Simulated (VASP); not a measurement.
# Zn5O (P-6m2) in VASP: a series of runs

Zn5O is run at these levels: PBE; tasks: single point.

Program: VASP 6.6.1. These are calculated values, not measurements. Logs are shortened: lines on timing, memory, paths and dates and some standing lists are left out, and cuts for length are marked.

## 1. The cell of the first run

Symmetry: P-6m2, No. 187, hexagonal system. Conventional cell: a = 2.985 Å, b = 2.985 Å, c = 14.226 Å, α = 90.00°, β = 90.00°, γ = 120.00°. Zn (site symmetry 3m) has 3 O at 2.90 Å and 9 Zn at 2.95 to 2.99 Å within 3.8 Å. Zn (site symmetry 3m) has 12 Zn at 2.94 to 2.99 Å within 3.9 Å. Within 3.9 Å of Zn (site symmetry -6m2) lie 12 Zn at 2.94 to 2.99 Å. Within 3.8 Å of O (site symmetry -6m2) lie 6 Zn at 2.90 Å and 6 O at 2.99 Å.

The cell was generated, and may not be a known phase.

## 2. Single point, PBE

Input file INCAR:

```
  PREC = Accurate
  ENCUT = 520
  EDIFF = 1E-6
  ISMEAR = 0
  SIGMA = 0.1
  LREAL = F
  LASPH = T
  NELM = 80
  ALGO = Normal
  ISIF = 2
  LWAVE = F
  LCHARG = F
  GGA = PE
  NBANDS = 42
```

Input file KPOINTS:

```
regular mesh
0
Gamma
  6 6 2
```

Input file POSCAR:

```
Zn5O
1.0
    2.9854725000      0.0000000000      0.0000000000
   -1.4927362500      2.5854950200      0.0000000000
    0.0000000000      0.0000000000     14.2257616900
Zn O
5 1
Direct
    0.0000000000      0.0000000000      0.8363369700
    0.6666666700      0.3333333300      0.6678038200
    0.0000000000      0.0000000000      0.5000000000
    0.6666666700      0.3333333300      0.3321961800
    0.0000000000      0.0000000000      0.1636630300
    0.6666666700      0.3333333300      0.0000000000
```

Potentials or basis: VASP PAW PBE potentials, release 64 (Zn, O).

Run with:

```sh
> cat potpaw_PBE.64/Zn/POTCAR potpaw_PBE.64/O/POTCAR > POTCAR
> mpirun -np 1 vasp_std > vasp.out
```

OUTCAR:

```text
PREC = Accurate
   ENCUT = 520
   EDIFF = 1E-6
   ISMEAR = 0
   LREAL = F
   LASPH = T
   NELM = 80
   ISIF = 2
   GGA = PE

 ion  position               nearest neighbor table
   1  0.000  0.000  0.836-   2 2.95   2 2.95   2 2.95
   2  0.667  0.333  0.668-   3 2.94   3 2.94   3 2.94   1 2.95   1 2.95   1 2.95
   3  0.000  0.000  0.500-   2 2.94   4 2.94   2 2.94   4 2.94   2 2.94   4 2.94
   4  0.667  0.333  0.332-   3 2.94   3 2.94   3 2.94   5 2.95   5 2.95   5 2.95
   5  0.000  0.000  0.164-   4 2.95   4 2.95   4 2.95
   6  0.667  0.333  0.000-

  LATTYP: Found a hexagonal cell.
 ALAT       =     2.9854725000
 C/A-ratio  =     4.7649950519

  Lattice vectors:

 A1 = (   2.9854725000,   0.0000000000,   0.0000000000)
 A2 = (  -1.4927362500,   2.5854950200,   0.0000000000)
 A3 = (   0.0000000000,   0.0000000000,  14.2257616900)

Analysis of symmetry for initial positions (statically):
=====================================================================
 Subroutine PRICEL returns:
 Original cell was already a primitive cell.

 Routine SETGRP: Setting up the symmetry group for a
 hexagonal supercell.

 Subroutine GETGRP returns: Found 12 space group operations
 (whereof 12 operations were pure point group operations)
 out of a pool of 24 trial point group operations.

The static configuration has the point symmetry D_3h.

Analysis of symmetry for dynamics (positions and initial velocities):
=====================================================================
 Subroutine PRICEL returns:
 Original cell was already a primitive cell.

 Routine SETGRP: Setting up the symmetry group for a
 hexagonal supercell.

 Subroutine GETGRP returns: Found 12 space group operations
 (whereof 12 operations were pure point group operations)
 out of a pool of 24 trial point group operations.

The dynamic configuration has the point symmetry D_3h.

 Subroutine INISYM returns: Found 12 space group operations
 (whereof 12 operations are pure point group operations),
 and found     1 'primitive' translations

----------------------------------------------------------------------------------------

                                     Primitive cell

  volume of cell :     109.8076

  direct lattice vectors                    reciprocal lattice vectors
     2.985472500  0.000000000  0.000000000     0.334955355  0.193386565  0.000000000
    -1.492736250  2.585495020  0.000000000     0.000000000  0.386773129  0.000000000
     0.000000000  0.000000000 14.225761690     0.000000000  0.000000000  0.070295006

  length of vectors
     2.985472500  2.985472494 14.225761690     0.386773129  0.386773129  0.070295006

  position of ions in fractional coordinates (direct lattice)
     0.000000000  0.000000000  0.836336970
     0.666666670  0.333333330  0.667803820
     0.000000000  0.000000000  0.500000000
     0.666666670  0.333333330  0.332196180
     0.000000000  0.000000000  0.163663030
     0.666666670  0.333333330  0.000000000

  ion indices of the primitive-cell ions
   primitive index   ion index
                 1           1
                 2           2
                 3           3
                 4           4
                 5           5
                 6           6

----------------------------------------------------------------------------------------

 KPOINTS: regular mesh

Automatic generation of k-mesh.
 Grid dimensions read from file:
 generate k-points for:    6    6    2

 Generating k-lattice:

  Cartesian coordinates                     Fractional coordinates (reciprocal lattice)
     0.055825892  0.032231094  0.000000000     0.166666667  0.000000000  0.000000000
     0.000000000  0.064462188  0.000000000     0.000000000  0.166666667  0.000000000
     0.000000000  0.000000000  0.035147503     0.000000000  0.000000000  0.500000000

  Length of vectors
     0.064462188  0.064462188  0.035147503

  Shift w.r.t. Gamma in fractional coordinates (k-lattice)
     0.000000000  0.000000000  0.000000000

 Subroutine IBZKPT returns following result:
 ===========================================

 Found     14 irreducible k-points:

 Following reciprocal coordinates:
            Coordinates               Weight
  0.000000  0.000000  0.000000      1.000000
  0.166667 -0.000000  0.000000      6.000000
  0.333333  0.000000  0.000000      6.000000
  0.500000  0.000000  0.000000      3.000000
  0.166667  0.166667  0.000000      6.000000
  0.333333  0.166667  0.000000     12.000000
  0.333333  0.333333  0.000000      2.000000
  0.000000  0.000000  0.500000      1.000000
  0.166667 -0.000000  0.500000      6.000000
  0.333333  0.000000  0.500000      6.000000
  0.500000  0.000000  0.500000      3.000000
  0.166667  0.166667  0.500000      6.000000
  0.333333  0.166667  0.500000     12.000000
  0.333333  0.333333  0.500000      2.000000
   k-points           NKPTS =     14   k-points in BZ     NKDIM =     14   number of bands    NBANDS=     42
   number of dos      NEDOS =    301   number of ions     NIONS =      6
   total plane-waves  NPLWV =  62208
   dimension x,y,z NGX =    24 NGY =   24 NGZ =  108
   dimension x,y,z NGXF=    48 NGYF=   48 NGZF=  216
   ions per type =               5   1
   NGX,Y,Z   is equivalent  to a cutoff of  13.36, 13.36, 12.62 a.u.
   NGXF,Y,Z  is equivalent  to a cutoff of  26.73, 26.73, 25.24 a.u.
 SYSTEM =  unknown system
   PREC   = accura    normal or accurate (medium, high low for compatibility)
   ISTART =      0    job   : 0-new  1-cont  2-samecut
   ICHARG =      2    charge: 1-file 2-atom 10-const
   ISPIN  =      1    spin polarized calculation?
   LNONCOLLINEAR =      F non collinear calculations
   LSORBIT =      F    spin-orbit coupling
   LASPH  =      T    aspherical Exc in radial PAW
   ENCUT  =  520.0 eV  38.22 Ry    6.18 a.u.   5.55  5.55 26.45*2*pi/ulx,y,z
   NELM   =     80;   NELMIN=  2; NELMDL= -5     # of ELM steps
   EDIFF  = 0.1E-05   stopping-criterion for ELM
   LREAL  =      F    real-space projection
   EDIFFG = 0.1E-04   stopping-criterion for IOM
   NSW    =      0    number of steps for IOM
   IBRION =     -1    ionic relax: 0-MD 1-quasi-New 2-CG
   NFREE  =      0    steps in history (QN), initial steepest desc. (CG)
   ISIF   =      2    stress and relaxation
   ISYM   =      2    0-nonsym 1-usesym 2-fastsym
   POTIM  = 0.5000    time-step for ionic-motion
   TEBEG  =    0.0;   TEEND  =   0.0 temperature during run
   PSTRESS=    0.0 pullay stress
   NELECT =      66.0000    total number of electrons
   NUPDOWN=      -1.0000    fix difference up-down
   EMIN   =  10.00;   EMAX   =-10.00  energy-range for DOS
   EFERMI =   0.00;   METHOD = LEGACY
   ISMEAR =     0;   SIGMA  =   0.10  broadening in eV -4-tet -1-fermi 0-gaus
   EFERMI_NEDOS =   21; number of points for ismear=-14 and -15
   IALGO  =     38    algorithm
   IMIX   =      4    mixing-type and parameters
     AMIX     =   0.40;   BMIX     =  1.00
     AMIX_MAG =   1.60;   BMIX_MAG =  1.00
  volume/ion in A,a.u.               =      18.30       123.50
  Fermi-wavevector in a.u.,A,eV,Ry     =   1.381588  2.610824 25.970620  1.908787
  Thomas-Fermi vector in A             =   2.506359
   LORBIT       =      0    0 simple, 1 ext, 2 COOP (PROOUT), +10 PAW based schemes
   GGA     = PE    functional components
   LHFCALC =     F    Hartree Fock is set to
   AEXX    =    0.0000 exact exchange contribution
   IVDW    =     0    specifies the selected vdW correction
   LEPSILON=     F    determine dielectric tensor
   LRPA    =     F    only Hartree local field effects (RPA)
 non-spin polarized calculation
 Gauss-broadening in eV      SIGMA  =   0.10
  energy-cutoff  :      520.00
  volume of cell :      109.81
 maximum number of plane-waves:      3005
 NGX is ok and might be reduce to    24
   NGX = 11   NGY = 11   NGZ = 53

 number of electron      65.9999954 magnetization

 Free energy of the ion-electron system (eV)
  ---------------------------------------------------
  ext. energy  EPLUGINS =         0.00000000
  ---------------------------------------------------
  free energy    TOTEN  =        -7.88901886 eV

  energy without entropy =       -7.84173644  energy(sigma->0) =       -7.86537765

 E-fermi :   0.9813     XC(G=0): -10.1899

 val. band max:        0.9697913713   @ k =   0.3333   0.3333   0.0000
 cond. band min:       0.9825869249   @ k =   0.5000   0.0000   0.0000
 fundamental gap:      0.0127955536
 Fermi energy:         0.9813382244

 k-point     1 :       0.0000    0.0000    0.0000
  band No.  band energies     occupation
      1     -15.0071      2.00000
      2      -7.7777      2.00000
      3      -7.1217      2.00000
      4      -6.7439      2.00000
      5      -6.5506      2.00000
      6      -6.4333      2.00000
[... 34 lines left out ...]
     41      14.2574      0.00000
     42      14.3700      0.00000

 k-point     2 :       0.1667   -0.0000    0.0000
  band No.  band energies     occupation
      1     -14.8730      2.00000
      2      -7.1813      2.00000
      3      -6.6560      2.00000
      4      -6.6061      2.00000
      5      -6.4575      2.00000
      6      -6.3771      2.00000
[... 34 lines left out ...]
     41      10.6282      0.00000
     42      11.3149      0.00000

 k-point     3 :       0.3333    0.0000    0.0000
  band No.  band energies     occupation
      1     -14.5894      2.00000
      2      -6.6651      2.00000
      3      -6.6318      2.00000
      4      -6.6132      2.00000
      5      -6.5130      2.00000
      6      -6.4619      2.00000
[... 34 lines left out ...]
     41       8.2941      0.00000
     42       9.2703      0.00000

 k-point     4 :       0.5000    0.0000    0.0000
  band No.  band energies     occupation
      1     -14.4388      2.00000
      2      -6.7073      2.00000
      3      -6.7051      2.00000
      4      -6.6916      2.00000
      5      -6.5944      2.00000
      6      -6.5064      2.00000
[... 394 lines left out ...]
     41       7.7031      0.00000
     42       8.3966      0.00000

 k-point    13 :       0.3333    0.1667    0.5000
  band No.  band energies     occupation
      1     -14.4410      2.00000
      2      -6.6047      2.00000
      3      -6.6023      2.00000
      4      -6.5637      2.00000
      5      -6.4903      2.00000
      6      -6.4382      2.00000
[... 34 lines left out ...]
     41       5.7617      0.00000
     42       6.2783      0.00000

 k-point    14 :       0.3333    0.3333    0.5000
  band No.  band energies     occupation
      1     -14.3661      2.00000
      2      -6.5570      2.00000
      3      -6.5131      2.00000
      4      -6.4619      2.00000
      5      -6.4061      2.00000
      6      -6.4030      2.00000
[... 34 lines left out ...]
     41       4.5226      0.00000
     42       5.3105      0.00000

------------------------ aborting loop because EDIFF is reached ----------------------------------------

  FORCE on cell =-STRESS in cart. coord.  units (eV):
  Direction    XX          YY          ZZ          XY          YZ          ZX
  --------------------------------------------------------------------------------------
  -------------------------------------------------------------------------------------
  Total       -6.2210656     -6.2210656     -9.8300241      0.0000000      0.0000000      0.0000000
  in kB      -90.7701508    -90.7701503   -143.4276410      0.0000000      0.0000000      0.0000000
  external PRESSURE =    -108.3226473 kB  Pullay stress =       0.0000000 kB

 VOLUME and BASIS-vectors are now :
 -----------------------------------------------------------------------------
  energy-cutoff  :      520.00
  volume of cell :      109.81
      direct lattice vectors                 reciprocal lattice vectors
     2.985472500  0.000000000  0.000000000     0.334955355  0.193386565  0.000000000
    -1.492736250  2.585495020  0.000000000     0.000000000  0.386773129  0.000000000
     0.000000000  0.000000000 14.225761690     0.000000000  0.000000000  0.070295006

 POSITION                                       TOTAL-FORCE (eV/Angst)
 -----------------------------------------------------------------------------------
      0.00000      0.00000     11.89753         0.000000     -0.000000      1.241079
      1.49274      0.86183      9.50002         0.000000     -0.000000      0.046352
      0.00000      0.00000      7.11288         0.000000     -0.000000      0.000000
      1.49274      0.86183      4.72574         0.000000      0.000000     -0.046352
      0.00000      0.00000      2.32823         0.000000     -0.000000     -1.241079
      1.49274      0.86183      0.00000        -0.000000     -0.000000      0.000000
 -----------------------------------------------------------------------------------
    total drift:                               -0.000023      0.000013      0.000000

  FREE ENERGIE OF THE ION-ELECTRON SYSTEM (eV)
  ---------------------------------------------------
  free  energy   TOTEN  =        -7.8890188568 eV

  energy  without entropy=       -7.8417364359  energy(sigma->0) =       -7.86537765
```

Wall time 67 s (1 thread of AMD EPYC 9R45 (Zen 5), shared host); peak memory 0.22 GiB.

Results:

- Free energy: -7.8890 eV
- Pressure: -10.8 GPa
- Largest force: 1.241 eV/Å
- Band gap on the k mesh: zero (bands 33 and 34 overlap by 0.53 eV)

Forces in eV/Å, atoms in the order of the input:
```
Zn   0.000  0.000  1.241
Zn   0.000  0.000  0.046
Zn   0.000  0.000  0.000
Zn   0.000  0.000 -0.046
Zn   0.000  0.000 -1.241
O    0.000  0.000  0.000
```

Stress tensor (GPa, compression positive):
```
 -9.08   0.00   0.00
  0.00  -9.08   0.00
  0.00   0.00 -14.34
```

Caveat: the k points lie up to 0.41 Å⁻¹ apart, too coarse for converged energies and pressures of a metal; semilocal functionals underestimate gaps, and a narrow one can read as zero; forces of over 1 eV/Å act on the atoms, so gaps and moduli don't describe the material at rest.

## 3. Single point, PBE

This run uses another cell than the first one, of 13.85 Å³/atom.

Input file INCAR:

```
SYSTEM = Zn5O
PREC = Accurate
ENCUT = 520
EDIFF = 1E-7
ISMEAR = 0
SIGMA = 0.1
LREAL = .FALSE.
LASPH = .TRUE.
NELM = 80
ALGO = Normal
ISIF = 2
LWAVE = .FALSE.
LCHARG = .FALSE.
GGA = PE
NBANDS = 42
```

Input file KPOINTS:

```
Automatic mesh
0
G
  12 12 4
  0 0 0
```

Input file POSCAR:

```
Zn5O
1.0
    2.9338121195      0.0000000000      0.0000000000
   -1.4669060598      2.5407558254      0.0000000000
    0.0000000000      0.0000000000     11.1493747114
Zn O
5 1
Direct
    0.0000000000      0.0000000000      0.8770914192
    0.6666666667      0.3333333333      0.6889883887
    0.0000000000      0.0000000000      0.5000000000
    0.6666666667      0.3333333333      0.3110116113
    0.0000000000      0.0000000000      0.1229085808
    0.6666666667      0.3333333333      0.0000000000
```

Potentials or basis: VASP PAW PBE potentials, release 64 (Zn, O).

Run with:

```sh
> cat potpaw_PBE.64/Zn/POTCAR potpaw_PBE.64/O/POTCAR > POTCAR
> mpirun -np 1 vasp_std > vasp.out
```

OUTCAR:

```text
SYSTEM = Zn5O
   PREC = Accurate
   ENCUT = 520
   EDIFF = 1E-7
   ISMEAR = 0
   LREAL = .FALSE.
   LASPH = .TRUE.
   NELM = 80
   ISIF = 2
   GGA = PE

 ion  position               nearest neighbor table
   1  0.000  0.000  0.877-   6 2.18   6 2.18   6 2.18   2 2.70   2 2.70   2 2.70   5 2.74
   2  0.667  0.333  0.689-   1 2.70   1 2.70   1 2.70   3 2.70   3 2.70   3 2.70
   3  0.000  0.000  0.500-   2 2.70   4 2.70   2 2.70   4 2.70   2 2.70   4 2.70
   4  0.667  0.333  0.311-   5 2.70   5 2.70   5 2.70   3 2.70   3 2.70   3 2.70
   5  0.000  0.000  0.123-   6 2.18   6 2.18   6 2.18   4 2.70   4 2.70   4 2.70   1 2.74
[... 1290 lines left out ...]
  Total        0.1773023      0.1773023      0.2571169     -0.0000000     -0.0000000      0.0000000
  in kB        3.4180559      3.4180559      4.9567327     -0.0000000     -0.0000000      0.0000000
  external PRESSURE =       3.9309482 kB  Pullay stress =       0.0000000 kB

 VOLUME and BASIS-vectors are now :
 -----------------------------------------------------------------------------
  energy-cutoff  :      520.00
  volume of cell :       83.11
      direct lattice vectors                 reciprocal lattice vectors
     2.933812120  0.000000000  0.000000000     0.340853456  0.196791835  0.000000000
    -1.466906060  2.540755825  0.000000000     0.000000000  0.393583669  0.000000000
     0.000000000  0.000000000 11.149374711     0.000000000  0.000000000  0.089691129

 POSITION                                       TOTAL-FORCE (eV/Angst)
 -----------------------------------------------------------------------------------
      0.00000      0.00000      9.77902        -0.000000      0.000000     -0.036930
      1.46691      0.84692      7.68179        -0.000000      0.000000      0.000961
      0.00000      0.00000      5.57469         0.000000      0.000000      0.000000
      1.46691      0.84692      3.46758        -0.000000     -0.000000     -0.000961
      0.00000      0.00000      1.37035         0.000000     -0.000000      0.036930
      1.46691      0.84692      0.00000         0.000000      0.000000      0.000000
 -----------------------------------------------------------------------------------
    total drift:                                0.000000     -0.000000      0.000000

  FREE ENERGIE OF THE ION-ELECTRON SYSTEM (eV)
  ---------------------------------------------------
  free  energy   TOTEN  =       -12.2458929157 eV

  energy  without entropy=      -12.2391576865  energy(sigma->0) =      -12.24252530
```

Wall time 2.8 min (1 thread of AMD EPYC 9R45 (Zen 5), shared host); peak memory 0.27 GiB.

What came out:

* Free energy: -12.2459 eV
* Pressure: 0.4 GPa
* Largest force: 0.037 eV/Å
* Band gap on the k mesh: zero (bands 33 and 34 overlap by 1.89 eV)

Forces on the atoms (eV/Å):
```
Zn   0.000  0.000 -0.037
Zn   0.000  0.000  0.001
Zn   0.000  0.000  0.000
Zn   0.000  0.000 -0.001
Zn   0.000  0.000  0.037
O    0.000  0.000  0.000
```

Levels at points of the mesh, in eV from the Fermi level:
```
           k point  band 30  band 31  band 32  band 33  band 34  band 35  band 36  band 37
(0.00, 0.00, 0.00)    -5.73    -2.45    -2.23    -2.23    -0.47     4.43     4.66    11.25
(0.50, 0.00, 0.00)    -3.16    -2.92    -2.72    -0.94    -0.93     0.62     1.58     2.74
(0.00, 0.00, 0.50)    -4.27    -4.12    -2.23    -2.23     1.38     1.79     7.58     8.06
(0.50, 0.00, 0.50)    -3.07    -2.92    -2.54    -1.62    -0.15     0.35     1.57     2.98
```

The gap in the log of VASP goes by the Fermi energy; the results here count the filled bands.